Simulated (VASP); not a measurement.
PbO, 8 atoms in the cell. Symmetry: Pbcm, No. 57, orthorhombic system. The conventional cell has a = 5.930 Å, b = 5.507 Å, c = 4.707 Å, α = 90.00°, β = 90.00°, γ = 90.00°. Within 2.9 Å of Pb (site symmetry m) lie 4 O at 2.23 to 2.46 Å. O (site symmetry m) has 4 Pb at 2.23 to 2.46 Å and 6 O at 2.92 to 3.17 Å within 3.2 Å. 

- Program: VASP 6.6.1
- Task: single point
- Functional: PBE
- Potentials or basis: VASP PAW PBE potentials, release 64 (Pb_d, O)
- Cutoff: 520 eV
- k mesh: 6 × 4 × 6
- Occupations: fermi-dirac, width 0.02 eV
- Spin: no spin polarisation
- Dipole correction: no
- Further INCAR settings: ALGO = Normal; EDIFF = 1e-06; NBANDS = 50

Potentials or basis: VASP PAW PBE potentials, release 64 (Pb_d, O).

Run with:

```sh
$ cat potpaw_PBE.64/Pb_d/POTCAR potpaw_PBE.64/O/POTCAR > POTCAR
$ mpirun -np 1 vasp_std > vasp.out
```

Hardware: 1 thread of Intel(R) Xeon(R) 6975P-C (Granite Rapids), with other jobs on the host.

Question: How long does it take, and how much memory?

Answer: Run time: 3.5 min on 1 thread of Intel(R) Xeon(R) 6975P-C (Granite Rapids), with other jobs on the host, peak memory 0.41 GiB. Counts: scf iterations 16, k points 48.
